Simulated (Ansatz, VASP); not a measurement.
**Two plane-wave programs on Cu**

```
Cu
1.0
     1.12801   -3.98366    0.00000
     1.12801    3.98366    0.00000
     0.00000    0.00000    2.48263
Cu
2
Direct
  0.13385 0.86615 0.25000
  0.86615 0.13385 0.75000
```

Change from the starting cell: volume 11.156 Å^3 an atom, stretch along a over the lengths across it, relative to the relaxed cell 0.9230.

Alike in both runs: task single point; functional PBEsol; k mesh 22 × 22 × 20; occupations gaussian, width 0.15 eV; no spin polarisation.

|  | VASP | Ansatz |
| --- | --- | --- |
| version | VASP 6.6.1 | Ansatz 0.2.0 |
| potentials or method | VASP PAW PBE potentials, release 64 (Cu), cutoff 520 eV | scalar-relativistic, plane waves, PAW |
| valence electrons in the cell | 22 | 38 |

```tsv
	VASP	Ansatz	Ansatz less VASP
gap on the k mesh at the Fermi level (eV)	none	none	-
pressure (GPa)	13.2	12.4	-0.81
traceless stress, the component that is largest in VASP (GPa)	20.03	20.19	+0.163
rms of the force components (eV/Å)	0.172	0.166	-0.0062
```

VASP's potentials were made for PBE, not for PBEsol, and Ansatz warns of the same on its side. Atom by atom the forces differ by 0.006 eV/Å (rms over components). A gap of «none» marks a metal or a gap that the smearing closes. VASP's potentials hold 22 valence electrons a cell and Ansatz's 38, so a difference there can come from the potentials and not from the codes.
